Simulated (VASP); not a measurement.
# H2 in VASP: further runs, part 2 of 2

VASP 6.6.1.

## Step 4: Single point, PBE+D3(BJ)

Input file INCAR:

```
ALGO = Normal
EDIFF = 1E-6
ENCUT = 400
GGA = PE
GGA_COMPAT = False
ISIF = 2
ISMEAR = 0
IVDW = 12
LASPH = True
LCHARG = False
LREAL = False
LWAVE = False
NBANDS = 8
NELM = 120
NELMDL = -8
PREC = Accurate
SIGMA = 0.02
```

Input file KPOINTS:

```
k-points
0
Gamma
  1 1 1
```

Input file POSCAR:

```
H
1.0
   10.0000000000      0.0000000000      0.0000000000
    0.0000000000     10.0000000000      0.0000000000
    0.0000000000      0.0000000000     10.0000000000
H
2
Direct
    0.5000000000      0.5000000000      0.4580000000
    0.5000000000      0.5000000000      0.5420000000
```

Potentials or basis: VASP PAW PBE potentials, release 64 (H).

Launch:

```bash
> cat potpaw_PBE.64/H/POTCAR > POTCAR
> mpirun -np 1 vasp_gam > vasp.out
```

OUTCAR:

```text
EDIFF = 1E-6
   ENCUT = 400
   GGA = PE
   ISIF = 2
   ISMEAR = 0
   IVDW = 12
   LASPH = True
   LREAL = False
   NELM = 120
   NELMDL = -8
   PREC = Accurate
 IVDW          = 12

 ion  position               nearest neighbor table
   1  0.500  0.500  0.458-   2 0.84
   2  0.500  0.500  0.542-   1 0.84

  LATTYP: Found a simple cubic cell.
 ALAT       =    10.0000000000

  Lattice vectors:

 A1 = (  10.0000000000,   0.0000000000,   0.0000000000)
 A2 = (   0.0000000000,  10.0000000000,   0.0000000000)
 A3 = (   0.0000000000,   0.0000000000,  10.0000000000)

Analysis of symmetry for initial positions (statically):
=====================================================================
 Subroutine PRICEL returns:
 Original cell was already a primitive cell.

 Routine SETGRP: Setting up the symmetry group for a
 simple cubic supercell.

 Subroutine GETGRP returns: Found 16 space group operations
 (whereof 16 operations were pure point group operations)
 out of a pool of 48 trial point group operations.

The static configuration has the point symmetry D_4h.

Analysis of symmetry for dynamics (positions and initial velocities):
=====================================================================
 Subroutine PRICEL returns:
 Original cell was already a primitive cell.

 Routine SETGRP: Setting up the symmetry group for a
 simple cubic supercell.

 Subroutine GETGRP returns: Found 16 space group operations
 (whereof 16 operations were pure point group operations)
 out of a pool of 48 trial point group operations.

The dynamic configuration has the point symmetry D_4h.

 Subroutine INISYM returns: Found 16 space group operations
 (whereof 16 operations are pure point group operations),
 and found     1 'primitive' translations

----------------------------------------------------------------------------------------

                                     Primitive cell

  volume of cell :    1000.0000

  direct lattice vectors                    reciprocal lattice vectors
    10.000000000  0.000000000  0.000000000     0.100000000  0.000000000  0.000000000
     0.000000000 10.000000000  0.000000000     0.000000000  0.100000000  0.000000000
     0.000000000  0.000000000 10.000000000     0.000000000  0.000000000  0.100000000

  length of vectors
    10.000000000 10.000000000 10.000000000     0.100000000  0.100000000  0.100000000

  position of ions in fractional coordinates (direct lattice)
     0.500000000  0.500000000  0.458000000
     0.500000000  0.500000000  0.542000000

  ion indices of the primitive-cell ions
   primitive index   ion index
                 1           1
                 2           2

----------------------------------------------------------------------------------------

 KPOINTS: k-points

Automatic generation of k-mesh.
 Grid dimensions read from file:
 generate k-points for:    1    1    1

 Generating k-lattice:

  Cartesian coordinates                     Fractional coordinates (reciprocal lattice)
     0.100000000  0.000000000  0.000000000     1.000000000  0.000000000  0.000000000
     0.000000000  0.100000000  0.000000000     0.000000000  1.000000000  0.000000000
     0.000000000  0.000000000  0.100000000     0.000000000  0.000000000  1.000000000

  Length of vectors
     0.100000000  0.100000000  0.100000000

  Shift w.r.t. Gamma in fractional coordinates (k-lattice)
     0.000000000  0.000000000  0.000000000

 Subroutine IBZKPT returns following result:
 ===========================================

 Found      1 irreducible k-points:

 Following reciprocal coordinates:
            Coordinates               Weight
  0.000000  0.000000  0.000000      1.000000
   k-points           NKPTS =      1   k-points in BZ     NKDIM =      1   number of bands    NBANDS=      8
   number of dos      NEDOS =    301   number of ions     NIONS =      2
   total plane-waves  NPLWV = 343000
   dimension x,y,z NGX =    70 NGY =   70 NGZ =   70
   dimension x,y,z NGXF=   140 NGYF=  140 NGZF=  140
   ions per type =               2
   NGX,Y,Z   is equivalent  to a cutoff of  11.64, 11.64, 11.64 a.u.
   NGXF,Y,Z  is equivalent  to a cutoff of  23.27, 23.27, 23.27 a.u.
 SYSTEM =  unknown system
   PREC   = accura    normal or accurate (medium, high low for compatibility)
   ISTART =      0    job   : 0-new  1-cont  2-samecut
   ICHARG =      2    charge: 1-file 2-atom 10-const
   ISPIN  =      1    spin polarized calculation?
   LNONCOLLINEAR =      F non collinear calculations
   LSORBIT =      F    spin-orbit coupling
   LASPH  =      T    aspherical Exc in radial PAW
   ENCUT  =  400.0 eV  29.40 Ry    5.42 a.u.  16.31 16.31 16.31*2*pi/ulx,y,z
   NELM   =    120;   NELMIN=  2; NELMDL= -8     # of ELM steps
   EDIFF  = 0.1E-05   stopping-criterion for ELM
   LREAL  =      F    real-space projection
   EDIFFG = 0.1E-04   stopping-criterion for IOM
   NSW    =      0    number of steps for IOM
   IBRION =     -1    ionic relax: 0-MD 1-quasi-New 2-CG
   NFREE  =      0    steps in history (QN), initial steepest desc. (CG)
   ISIF   =      2    stress and relaxation
   ISYM   =      2    0-nonsym 1-usesym 2-fastsym
   POTIM  = 0.5000    time-step for ionic-motion
   TEBEG  =    0.0;   TEEND  =   0.0 temperature during run
   PSTRESS=    0.0 pullay stress
   NELECT =       2.0000    total number of electrons
   NUPDOWN=      -1.0000    fix difference up-down
   EMIN   =  10.00;   EMAX   =-10.00  energy-range for DOS
   EFERMI =   0.00;   METHOD = LEGACY
   ISMEAR =     0;   SIGMA  =   0.02  broadening in eV -4-tet -1-fermi 0-gaus
   EFERMI_NEDOS =   21; number of points for ismear=-14 and -15
   IALGO  =     38    algorithm
   IMIX   =      4    mixing-type and parameters
     AMIX     =   0.40;   BMIX     =  1.00
     AMIX_MAG =   1.60;   BMIX_MAG =  1.00
  volume/ion in A,a.u.               =     500.00      3374.17
  Fermi-wavevector in a.u.,A,eV,Ry     =   0.206261  0.389778  0.578844  0.042544
  Thomas-Fermi vector in A             =   0.968418
   LORBIT       =      0    0 simple, 1 ext, 2 COOP (PROOUT), +10 PAW based schemes
   GGA     = PE    functional components
   LHFCALC =     F    Hartree Fock is set to
   AEXX    =    0.0000 exact exchange contribution
   IVDW    =    12    specifies the selected vdW correction
   LEPSILON=     F    determine dielectric tensor
   LRPA    =     F    only Hartree local field effects (RPA)
 non-spin polarized calculation
 Gauss-broadening in eV      SIGMA  =   0.02
  energy-cutoff  :      400.00
  volume of cell :     1000.00
 maximum number of plane-waves:      9019
 NGX is ok and might be reduce to    70
   NGX = 33   NGY = 33   NGZ = 33

 number of electron       2.0000005 magnetization

 Free energy of the ion-electron system (eV)
  ---------------------------------------------------
  ext. energy  EPLUGINS =         0.00000000
  ---------------------------------------------------
  free energy    TOTEN  =        -6.64648759 eV

  energy without entropy =       -6.64648759  energy(sigma->0) =       -6.64648759

 E-fermi :  -9.7938     XC(G=0):  -0.4021

 val. band max:       -9.8967698308   @ k =   0.0000   0.0000   0.0000
 cond. band min:      -0.1764835464   @ k =   0.0000   0.0000   0.0000
 fundamental gap:      9.7202862844
 Fermi energy:        -9.7938102061

 k-point     1 :       0.0000    0.0000    0.0000
  band No.  band energies     occupation
      1      -9.8968      2.00000
      2      -0.1765      0.00000
      3       0.0556      0.00000
      4       0.9129      0.00000
      5       0.9129      0.00000
      6       1.3351      0.00000
      7       1.3669      0.00000
      8       1.3865      0.00000

------------------------ aborting loop because EDIFF is reached ----------------------------------------

 Edisp (eV)   -0.00339

 E8    (eV) :    -0.0007

  FORCE on cell =-STRESS in cart. coord.  units (eV):
  Direction    XX          YY          ZZ          XY          YZ          ZX
  --------------------------------------------------------------------------------------
  -------------------------------------------------------------------------------------
  Total      -0.11523    -0.11523    -2.05850     0.00000     0.00000     0.00000
  in kB      -0.18462    -0.18462    -3.29809     0.00000     0.00000     0.00000
  external pressure =       -1.22 kB  Pullay stress =        0.00 kB

 VOLUME and BASIS-vectors are now :
 -----------------------------------------------------------------------------
  energy-cutoff  :      400.00
  volume of cell :     1000.00
      direct lattice vectors                 reciprocal lattice vectors
    10.000000000  0.000000000  0.000000000     0.100000000  0.000000000  0.000000000
     0.000000000 10.000000000  0.000000000     0.000000000  0.100000000  0.000000000
     0.000000000  0.000000000 10.000000000     0.000000000  0.000000000  0.100000000

 POSITION                                       TOTAL-FORCE (eV/Angst)
 -----------------------------------------------------------------------------------
      5.00000      5.00000      4.58000        -0.000000      0.000000      2.283946
      5.00000      5.00000      5.42000         0.000000      0.000000     -2.283946
 -----------------------------------------------------------------------------------
    total drift:                                0.000000      0.000000      0.000000

  FREE ENERGIE OF THE ION-ELECTRON SYSTEM (eV)
  ---------------------------------------------------
  free  energy   TOTEN  =        -6.6498736108 eV

  energy  without entropy=       -6.6498736108  energy(sigma->0) =       -6.64987361
```

stdout:

```text
POSCAR found type information on POSCAR H
 POSCAR found :  1 types and       2 ions
 scaLAPACK will be used
 LDA part: xc-table for (Slater+PW92), standard interpolation
 POSCAR, INCAR and KPOINTS ok, starting setup
 FFT: planning ... GRIDC
 FFT: planning ... GRID_SOFT
 FFT: planning ... GRID
 WAVECAR not read
 entering main loop
```

Wall time 81 s (1 thread of Intel Xeon 8259CL, shared host); peak memory 0.62 GiB.

Results:

| Property | Result |
| --- | --- |
| Free energy | -6.6499 eV |
| Largest force | 2.284 eV/Å |
| Gap between the frontier levels | 9.72 eV |
| Dispersion energy per atom | -0.002 eV |

Forces in eV/Å, atoms in the order of the input:
```
H    0.000  0.000  2.284
H    0.000  0.000 -2.284
```

Levels at points of the mesh, in eV from the valence-band top:
| k point | band 1 | band 2 | band 3 | band 4 | band 5 | band 6 |
| --- | --- | --- | --- | --- | --- | --- |
| (0.00, 0.00, 0.00) | 0.00 | 9.72 | 9.95 | 10.81 | 10.81 | 11.23 |

## Step 5: Single point, PBE+D3(BJ)

Input file INCAR:

```
ALGO     = Normal         # electronic algorithm
EDIFF    = 1E-6           # SCF threshold, eV
ENCUT    = 400            # plane-wave cutoff, eV
GGA      = PE             # functional
GGA_COMPAT= False        
ISIF     = 2              # what is computed and relaxed
ISMEAR   = 0              # smearing method
IVDW     = 12             # dispersion correction
LASPH    = True           # aspherical terms in the spheres
LCHARG   = True           # write CHGCAR
LELF     = True           # ELF
LREAL    = False          # projectors in reciprocal space
LVHAR    = True         
LWAVE    = False          # write WAVECAR
NBANDS   = 8              # bands
NELM     = 120            # most SCF steps
NELMDL   = -8           
PREC     = Accurate       # precision mode
SIGMA    = 0.02           # smearing width, eV
```

KPOINTS is that of step 4.

Input file POSCAR:

```
H
1.0
   10.0000000000      0.0000000000      0.0000000000
    0.0000000000     10.0000000000      0.0000000000
    0.0000000000      0.0000000000     10.0000000000
H
2
Direct
    0.5000000000      0.5000000000      0.4545000000
    0.5000000000      0.5000000000      0.5455000000
```

Launch:

```bash
> cat potpaw_PBE.64/H/POTCAR > POTCAR
> mpirun -np 1 vasp_gam > vasp.out
```

Wall time 96 s (1 thread of Intel Xeon 8259CL, shared host); peak memory 0.62 GiB.

Results (log left out):

| Property | Result |
| --- | --- |
| Free energy | -6.4494 eV |
| Largest force | 3.372 eV/Å |
| Gap between the frontier levels | 9.37 eV |
| Dispersion energy per atom | -0.003 eV |

Forces on the atoms (eV/Å):
```
H    0.000  0.000  3.372
H    0.000  0.000 -3.372
```

Levels at points of the mesh, in eV from the valence-band top:
| k point | band 1 | band 2 | band 3 | band 4 | band 5 |
| --- | --- | --- | --- | --- | --- |
| (0.00, 0.00, 0.00) | 0.00 | 9.37 | 9.44 | 10.50 | 10.50 |

## Step 6: Overview

| cell | gap on the mesh (eV) | largest force (eV/Å) |
| --- | --- | --- |
| as given, atomic positions A | 10.18 | 0.37 |
| as given, atomic positions B | 9.99 | 0.91 |
| as given, atomic positions C | 9.72 | 2.28 |
| as given, atomic positions D | 9.37 | 3.37 |

Alike in all rows: task single point; level PBE+D3(BJ); potentials or basis VASP PAW PBE potentials, release 64 (H); no spin polarisation; k mesh 1 × 1 × 1; cutoff (eV) 400; smearing gaussian 0.02 eV.

Total energies depend on the potentials used, so only differences within one code and one set of settings carry meaning.
